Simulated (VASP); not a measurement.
Wanted: the native input for a VASP 6.6.1 run.

| Quantity | Value |
| --- | --- |
| Task | single point |
| Functional | PBEsol |
| Potentials or basis | VASP PAW PBE potentials, release 64 (Ti_sv, Al) |
| Cutoff | 520 eV |
| k mesh | 14 × 14 × 14 |
| Occupations | gaussian, width 0.15 eV |
| Spin | no spin polarisation |
| Dipole correction | no |
| Further INCAR settings | ALGO = Fast; EDIFF = 1e-07; NBANDS = 14 |

The structure of TiAl lies in POSCAR:

```
TiAl
1.0
    2.8089068443      0.0000000000      0.0000000000
    0.0000000000      3.0402471496      0.0000000000
    0.0000000000      0.0000000000      3.1560751060
Ti Al
1 1
Direct
    0.0000000000      0.0000000000      0.0000000000
    0.5000000000      0.5000000000      0.5000000000
```

This cell differs from its parent crystal: normal strain along x -0.1100, normal strain along y -0.0367.

One way to write it, as run:

INCAR

```
SYSTEM = TiAl
PREC = Accurate
ENCUT = 520
EDIFF = 1E-7
ISMEAR = 0
SIGMA = 0.15
LREAL = .False.
LASPH = .True.
NELM = 100
ALGO = Fast
ISIF = 2
LWAVE = .False.
LCHARG = .True.
GGA = PS
LELF = .True.
LVHAR = .True.
NBANDS = 14
```

KPOINTS

```
Automatic mesh
0
Gamma
  14 14 14
  0 0 0
```

Potentials or basis: VASP PAW PBE potentials, release 64 (Ti_sv, Al).

Command:

```bash
$ cat potpaw_PBE.64/Ti_sv/POTCAR potpaw_PBE.64/Al/POTCAR > POTCAR
$ mpirun -np 1 vasp_std > vasp.out
```

It gave:

| Property | Result |
| --- | --- |
| Pressure | 25.1 GPa |
| Band gap on the k mesh | zero (an odd number of electrons rules out a gap without spin polarisation) |

Caveat: the cell differs from its parent crystal (normal strain along x -0.1100, normal strain along y -0.0367); the cell stands under pressure; the PAW data sets were made with another functional, which shifts forces and pressure a little.

Wall time 7.3 min on 1 thread of Intel Xeon 8259CL, with other jobs on the host, peak memory 0.31 GiB.
